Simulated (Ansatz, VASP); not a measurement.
## BN: VASP beside Ansatz

```
B N
1.0
     2.56597    0.00000    0.00000
    -1.28298    2.22219    0.00000
     0.00000    0.00000    4.17744
B N
2 2
Direct
  0.33333 0.66667 0.99958
  0.66667 0.33333 0.49958
  0.33333 0.66667 0.37442
  0.66667 0.33333 0.87442
```

Change from the starting cell: strained cell.

Alike in both runs: functional PBEsol; k mesh 9 × 9 × 6; occupations gaussian, width 0.02 eV; no spin polarisation.

Ansatz relaxed the structure, and its values are those at the end. VASP's run is a single point on that final structure, the one shown.

|  | VASP | Ansatz |
| --- | --- | --- |
| version | VASP 6.6.1 | Ansatz 0.2.0 |
| potentials or method | VASP PAW PBE potentials, release 64 (B, N), cutoff 520 eV | scalar-relativistic, plane waves, PAW |
| valence electrons in the cell | 16 | 16 |

VASP gave:

```
gap on the k mesh at the Fermi level (eV) : 5.05
least direct gap on the mesh (eV)         : 8.06
pressure (GPa)                            : -4.3
```

Task: Estimate Ansatz's values.

Result: gap on the k mesh at the Fermi level (eV): 5.06; least direct gap on the mesh (eV): 8.07; pressure (GPa): -5.0.

VASP's potentials were made for PBE, not for PBEsol, and Ansatz warns of the same on its side. Ansatz's warnings: stress scf threshold loose.
